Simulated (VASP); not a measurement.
# Pb (Fd-3m) in VASP: further runs, part 2 of 2

VASP 6.6.1. Earlier steps stand in the parts before.

### Step 3. Single point, PBE

Input file INCAR:

```
SYSTEM = Pb
  PREC = Accurate
  ENCUT = 520
  EDIFF = 1E-7
  ISMEAR = -1
  SIGMA = 0.05
  LREAL = .False.
  LASPH = .True.
  NELM = 100
  ALGO = Normal
  ISIF = 2
  LWAVE = .False.
  LCHARG = .True.
  GGA = PE
  LELF = .True.
  LVHAR = .True.
  NBANDS = 21
```

Input file KPOINTS:

```
regular mesh
0
Gamma
  12 12 12
  0 0 0
```

Input file POSCAR:

```
Pb
1.0
    0.0000000000      2.8948218326      2.8948218326
    2.8948218326      0.0000000000      2.8948218326
    2.8948218326      2.8948218326      0.0000000000
Pb
2
Direct
   -0.1250000000     -0.1250000000     -0.1250000000
    0.1250000000      0.1250000000      0.1250000000
```

Potentials or basis: VASP PAW PBE potentials, release 64 (Pb_d).

Started as:

```bash
cat potpaw_PBE.64/Pb_d/POTCAR > POTCAR
mpirun -np 1 vasp_std > vasp.out
```

OUTCAR:

```text
SYSTEM = Pb
   PREC = Accurate
   ENCUT = 520
   EDIFF = 1E-7
   ISMEAR = -1
   LREAL = .False.
   LASPH = .True.
   NELM = 100
   ISIF = 2
   GGA = PE

 ion  position               nearest neighbor table
   1  0.875  0.875  0.875-   2 2.51   2 2.51   2 2.51   2 2.51
   2  0.125  0.125  0.125-   1 2.51   1 2.51   1 2.51   1 2.51

  LATTYP: Found a face centered cubic cell.
 ALAT       =     5.7896436652

  Lattice vectors:

 A1 = (   0.0000000000,   2.8948218326,   2.8948218326)
 A2 = (   2.8948218326,   0.0000000000,   2.8948218326)
 A3 = (   2.8948218326,   2.8948218326,   0.0000000000)

Analysis of symmetry for initial positions (statically):
=====================================================================
 Subroutine PRICEL returns:
 Original cell was already a primitive cell.

 Routine SETGRP: Setting up the symmetry group for a
 face centered cubic supercell.

 Subroutine GETGRP returns: Found 48 space group operations
 (whereof 12 operations were pure point group operations)
 out of a pool of 48 trial point group operations.

The static configuration has the point symmetry D_3d.
 The point group associated with its full space group is O_h .

Analysis of symmetry for dynamics (positions and initial velocities):
=====================================================================
 Subroutine PRICEL returns:
 Original cell was already a primitive cell.

 Routine SETGRP: Setting up the symmetry group for a
 face centered cubic supercell.

 Subroutine GETGRP returns: Found 48 space group operations
 (whereof 12 operations were pure point group operations)
 out of a pool of 48 trial point group operations.

The dynamic configuration has the point symmetry D_3d.
 The point group associated with its full space group is O_h .

 Subroutine INISYM returns: Found 48 space group operations
 (whereof 12 operations are pure point group operations),
 and found     1 'primitive' translations

----------------------------------------------------------------------------------------

                                     Primitive cell

  volume of cell :      48.5172

  direct lattice vectors                    reciprocal lattice vectors
     0.000000000  2.894821833  2.894821833    -0.172722202  0.172722202  0.172722202
     2.894821833  0.000000000  2.894821833     0.172722202 -0.172722202  0.172722202
     2.894821833  2.894821833  0.000000000     0.172722202  0.172722202 -0.172722202

  length of vectors
     4.093896296  4.093896296  4.093896296     0.299163629  0.299163629  0.299163629

  position of ions in fractional coordinates (direct lattice)
     0.875000000  0.875000000  0.875000000
     0.125000000  0.125000000  0.125000000

  ion indices of the primitive-cell ions
   primitive index   ion index
                 1           1
                 2           2

----------------------------------------------------------------------------------------

 KPOINTS: regular mesh

Automatic generation of k-mesh.
 Grid dimensions read from file:
 generate k-points for:   12   12   12

 Generating k-lattice:

  Cartesian coordinates                     Fractional coordinates (reciprocal lattice)
    -0.014393517  0.014393517  0.014393517     0.083333333  0.000000000  0.000000000
     0.014393517 -0.014393517  0.014393517     0.000000000  0.083333333  0.000000000
     0.014393517  0.014393517 -0.014393517     0.000000000  0.000000000  0.083333333

  Length of vectors
     0.024930302  0.024930302  0.024930302

  Shift w.r.t. Gamma in fractional coordinates (k-lattice)
     0.000000000  0.000000000  0.000000000

 Subroutine IBZKPT returns following result:
 ===========================================

 Found     72 irreducible k-points:

 Following reciprocal coordinates:
            Coordinates               Weight
  0.000000  0.000000  0.000000      1.000000
  0.083333  0.000000  0.000000      8.000000
  0.166667  0.000000  0.000000      8.000000
  0.250000  0.000000  0.000000      8.000000
  0.333333  0.000000  0.000000      8.000000
  0.416667  0.000000  0.000000      8.000000
[... 16 lines left out ...]
  0.500000  0.166667  0.000000     24.000000
 -0.416667  0.166667  0.000000     24.000000
 [... further k-points ...]
   k-points           NKPTS =     72   k-points in BZ     NKDIM =     72   number of bands    NBANDS=     21
   number of dos      NEDOS =    301   number of ions     NIONS =      2
   total plane-waves  NPLWV =  27000
   dimension x,y,z NGX =    30 NGY =   30 NGZ =   30
   dimension x,y,z NGXF=    60 NGYF=   60 NGZF=   60
   ions per type =               2
   NGX,Y,Z   is equivalent  to a cutoff of  12.18, 12.18, 12.18 a.u.
   NGXF,Y,Z  is equivalent  to a cutoff of  24.36, 24.36, 24.36 a.u.
 SYSTEM =  Pb
   PREC   = accura    normal or accurate (medium, high low for compatibility)
   ISTART =      0    job   : 0-new  1-cont  2-samecut
   ICHARG =      2    charge: 1-file 2-atom 10-const
   ISPIN  =      1    spin polarized calculation?
   LNONCOLLINEAR =      F non collinear calculations
   LSORBIT =      F    spin-orbit coupling
   LASPH  =      T    aspherical Exc in radial PAW
   ENCUT  =  520.0 eV  38.22 Ry    6.18 a.u.   7.61  7.61  7.61*2*pi/ulx,y,z
   NELM   =    100;   NELMIN=  2; NELMDL= -5     # of ELM steps
   EDIFF  = 0.1E-06   stopping-criterion for ELM
   LREAL  =      F    real-space projection
   EDIFFG = 0.1E-05   stopping-criterion for IOM
   NSW    =      0    number of steps for IOM
   IBRION =     -1    ionic relax: 0-MD 1-quasi-New 2-CG
   NFREE  =      0    steps in history (QN), initial steepest desc. (CG)
   ISIF   =      2    stress and relaxation
   ISYM   =      2    0-nonsym 1-usesym 2-fastsym
   POTIM  = 0.5000    time-step for ionic-motion
   TEBEG  =    0.0;   TEEND  =   0.0 temperature during run
   PSTRESS=    0.0 pullay stress
   NELECT =      28.0000    total number of electrons
   NUPDOWN=      -1.0000    fix difference up-down
   EMIN   =  10.00;   EMAX   =-10.00  energy-range for DOS
   EFERMI =   0.00;   METHOD = LEGACY
   ISMEAR =    -1;   SIGMA  =   0.05  broadening in eV -4-tet -1-fermi 0-gaus
   EFERMI_NEDOS =   21; number of points for ismear=-14 and -15
   IALGO  =     38    algorithm
   IMIX   =      4    mixing-type and parameters
     AMIX     =   0.40;   BMIX     =  1.00
     AMIX_MAG =   1.60;   BMIX_MAG =  1.00
  volume/ion in A,a.u.               =      24.26       163.71
  Fermi-wavevector in a.u.,A,eV,Ry     =   1.362999  2.575695 25.276460  1.857767
  Thomas-Fermi vector in A             =   2.489440
   LORBIT       =      0    0 simple, 1 ext, 2 COOP (PROOUT), +10 PAW based schemes
   GGA     = PE    functional components
   LHFCALC =     F    Hartree Fock is set to
   AEXX    =    0.0000 exact exchange contribution
   IVDW    =     0    specifies the selected vdW correction
   LEPSILON=     F    determine dielectric tensor
   LRPA    =     F    only Hartree local field effects (RPA)
 non-spin polarized calculation
  energy-cutoff  :      520.00
  volume of cell :       48.52
 maximum number of plane-waves:      1323
   NGX = 15   NGY = 15   NGZ = 15

 number of electron      28.0000008 magnetization

 Free energy of the ion-electron system (eV)
  ---------------------------------------------------
  ext. energy  EPLUGINS =         0.00000000
  ---------------------------------------------------
  free energy    TOTEN  =        -2.21054001 eV

  energy without entropy =       -2.20932424  energy(sigma->0) =       -2.20993213

 E-fermi :  11.0291     XC(G=0): -10.9105

 val. band max:       11.0185578774   @ k =   0.2500   0.0000   0.0000
 cond. band min:      11.0712875107   @ k =   0.3333   0.3333   0.0000
 fundamental gap:      0.0527296333
 Fermi energy:        11.0291098748

 k-point     1 :       0.0000    0.0000    0.0000
  band No.  band energies     occupation
      1      -8.7014      2.00000
      2      -8.7014      2.00000
      3      -8.7014      2.00000
      4      -8.5167      2.00000
      5      -8.5167      2.00000
      6      -7.1060      2.00000
[... 13 lines left out ...]
     20      18.4486      0.00000
     21      18.4486      0.00000

 k-point     2 :       0.0833    0.0000    0.0000
  band No.  band energies     occupation
      1      -8.7347      2.00000
      2      -8.7347      2.00000
      3      -8.6998      2.00000
      4      -8.4707      2.00000
      5      -8.4707      2.00000
      6      -7.1398      2.00000
[... 520 lines left out ...]
 k-point    24 :      -0.4167    0.1667    0.0000
  band No.  band energies     occupation
      1      -8.9578      2.00000
      2      -8.8840      2.00000
      3      -8.5538      2.00000
      4      -8.1668      2.00000
      5      -8.0934      2.00000
      6      -7.6725      2.00000
[... 13 lines left out ...]
     20      19.6313      0.00000
     21      19.7515      0.00000

 [... further k-points ...]
[... 5 lines left out ...]
  --------------------------------------------------------------------------------------
  -------------------------------------------------------------------------------------
  Total       19.3376260     19.3376260     19.3376260      0.0000000      0.0000000      0.0000000
  in kB      638.5842819    638.5842819    638.5842819      0.0000000      0.0000000      0.0000000
  external PRESSURE =     638.5842819 kB  Pullay stress =       0.0000000 kB

 VOLUME and BASIS-vectors are now :
 -----------------------------------------------------------------------------
  energy-cutoff  :      520.00
  volume of cell :       48.52
      direct lattice vectors                 reciprocal lattice vectors
     0.000000000  2.894821833  2.894821833    -0.172722202  0.172722202  0.172722202
     2.894821833  0.000000000  2.894821833     0.172722202 -0.172722202  0.172722202
     2.894821833  2.894821833  0.000000000     0.172722202  0.172722202 -0.172722202

 POSITION                                       TOTAL-FORCE (eV/Angst)
 -----------------------------------------------------------------------------------
      5.06594      5.06594      5.06594         0.000000      0.000000      0.000000
      0.72371      0.72371      0.72371        -0.000000     -0.000000     -0.000000
 -----------------------------------------------------------------------------------
    total drift:                               -0.000000      0.000000      0.000000

  FREE ENERGIE OF THE ION-ELECTRON SYSTEM (eV)
  ---------------------------------------------------
  free  energy   TOTEN  =        -2.2105400096 eV

  energy  without entropy=       -2.2093242446  energy(sigma->0) =       -2.20993213
```

stdout:

```text
POSCAR found type information on POSCAR Pb
 POSCAR found :  1 types and       2 ions
 scaLAPACK will be used
 LDA part: xc-table for (Slater+PW92), standard interpolation
 POSCAR, INCAR and KPOINTS ok, starting setup
 FFT: planning ... GRIDC
 FFT: planning ... GRID_SOFT
 FFT: planning ... GRID
 WAVECAR not read
 entering main loop
```

Run time: 31 s. Hardware: 1 thread of Intel Xeon 6975P-C (Granite Rapids), shared host; peak memory 0.2 GiB.

What came out:

| Item | Value |
| --- | --- |
| Free energy | -2.2105 eV |
| Pressure | 63.9 GPa |
| Band gap on the k mesh | zero (bands 14 and 15 overlap by 1.02 eV) |

Caveat: the cell stands under pressure; spin-orbit coupling is left out, which moves the levels of the heavy elements.
